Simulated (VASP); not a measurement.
Input of a VASP 6.6.1 run:

Contents of POSCAR:

```
MgHgO2
1.0
    3.4542948954      0.0000000000      0.0000000000
    0.0000000000      3.4542948954      0.0000000000
    0.0000000000      0.0000000000      5.1383361292
Mg O Hg
1 2 1
Direct
    0.0000000000      0.0000000000      0.0000000000
    0.0000000000      0.5000000000      0.2023172468
    0.5000000000      0.0000000000      0.7976827532
    0.5000000000      0.5000000000      0.5000000000
```

INCAR.step1

```
PREC = Accurate
ENCUT = 520
ISMEAR = -1
SIGMA = 0.02
LREAL = F
LASPH = T
NELM = 80
NBANDS = 21
GGA = PE
ALGO = Normal
EDIFF = 1E-4
LWAVE = T
LCHARG = F
```

The input INCAR.step2:

```
PREC = Accurate
ENCUT = 520
EDIFF = 1E-6
ISMEAR = -1
SIGMA = 0.02
LREAL = F
LASPH = T
NELM = 80
ALGO = Normal
ISIF = 2
LWAVE = F
LCHARG = F
METAGGA = R2SCAN
LMIXTAU = T
NBANDS = 21
ISTART = 1
```

KPOINTS

```
Automatic mesh
0
Gamma
  6 6 4
```

Potentials or basis: VASP PAW PBE potentials, release 64 (Mg, O, Hg).

Launch:

```bash
$ cat potpaw_PBE.64/Mg/POTCAR potpaw_PBE.64/O/POTCAR potpaw_PBE.64/Hg/POTCAR > POTCAR
$ cp INCAR.step1 INCAR
$ mpirun -np 1 vasp_std > vasp.out
$ cp INCAR.step2 INCAR
$ mpirun -np 1 vasp_std > vasp.out
```

Problem. Estimate the largest force.

Solution. 0.047 eV/Å.

Problem. Predict the band gap on the k mesh.

Solution. 0.28 eV.

Problem. Estimate the pressure.

Solution. -5.3 GPa.

Stress tensor (GPa, compression positive):
```
-5.24  0.00  0.00
 0.00 -5.24  0.00
 0.00  0.00 -5.47
```

Caveat: the cell stands under tension; the PAW data sets were made with another functional, which shifts forces and pressure a little; spin-orbit coupling is left out, which moves the levels of the heavy elements.
